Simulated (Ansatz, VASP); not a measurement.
CuI: VASP beside Ansatz

```xyz
2
Lattice="0.0000 3.0315 3.0315 3.0315 0.0000 3.0315 3.0315 3.0315 0.0000" Properties=species:S:1:pos:R:3 pbc="T T T"
I     0.0000    0.0000    0.0000
Cu    4.5473    4.5473    4.5473
```

Alike in both runs: task relaxation of cell and atoms; functional PBE-based screened hybrid with a share of 0.25 of exact exchange and HFSCREEN = 0.3; k mesh 4 × 4 × 4; occupations fermi-dirac, width 0.05 eV; no spin polarisation.

```csv
,VASP,Ansatz
version,VASP 6.6.1,Ansatz 0.2.0
potentials or method,"VASP PAW PBE potentials, release 64 (I, Cu)",Ansatz PAW
plane-wave cutoff (eV),600,420
valence electrons in the cell,18,36
```

```csv
,VASP,Ansatz,Ansatz less VASP
"gap on the k mesh at the Fermi level, each at its own relaxed structure (eV)",2.34,2.39,+0.046
relaxed volume (Å³/atom),28.44,28.52,+0.077
relaxed length of the cell vector where the two differ most in proportion (Å),4.317,4.321,+0.0039
```

VASP's potentials were made for PBE, not for PBE-based screened hybrid. VASP's potentials hold 18 valence electrons a cell and Ansatz's 36, so a difference there can come from the potentials and not from the codes.

The k mesh is coarse, so the values compare programs but aren't converged. Spin-orbit coupling is off throughout. Noted on Ansatz's run: the plane-wave basis is chosen anew once the cell has moved, so the energies of steps on either side of that aren't comparable.
